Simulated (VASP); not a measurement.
Fe:

```
Fe
1.0
     2.46063    0.00000    0.00000
    -1.23031    2.13097    0.00000
     0.00000    0.00000    7.77981
Fe
4
Direct
  0.00000 0.00000 0.00000
  0.33333 0.66667 0.25000
  0.00000 0.00000 0.50000
  0.66667 0.33333 0.75000
```

This isn't the form of Fe at room conditions, which is bcc.

- Program: VASP 6.6.1
- Task: relaxation of cell and atoms
- Functional: PBE
- Potentials or basis: VASP PAW PBE potentials, release 64 (Fe)
- Cutoff: 600 eV
- k mesh: 21 × 21 × 6
- Occupations: gaussian, width 0.1 eV
- Spin: no spin polarisation

At the start: pressure 0.7 GPa; volume 10.20 Å³/atom.

Task: Where does the relaxation end?

Result: Over 5 steps the energy falls by 3.2 meV/atom and the volume is 10.22 Å³/atom (+0.2 %); space group P6_3/mmc (No. 194, to 0.1 Å) before and after.

The path:
```tsv
step	energy change (eV)	largest force (eV/Å)	pressure (GPa)	volume (Å³)
1	0.0000	0.0000	0.72	40.79
2	-0.0108	0.0000	-1.32	41.06
3	-0.0127	0.0000	-0.86	40.99
4	-0.0123	0.0000	1.22	40.69
5	-0.0130	0.0000	-0.04	40.87
```

Final structure:
```xyz
4
Lattice="2.4468 0.0000 0.0000 -1.2234 2.1190 0.0000 0.0000 0.0000 7.8822" Properties=species:S:1:pos:R:3 pbc="T T T"
Fe   -1.2234    2.1190    0.0000
Fe    0.0000    1.4126    1.9706
Fe   -1.2234    2.1190    3.9411
Fe    1.2234    0.7063    5.9117
```

Caveat: the highest band is partly filled, so the run has too few bands; the run has no spin polarisation, though such a crystal can be magnetic.
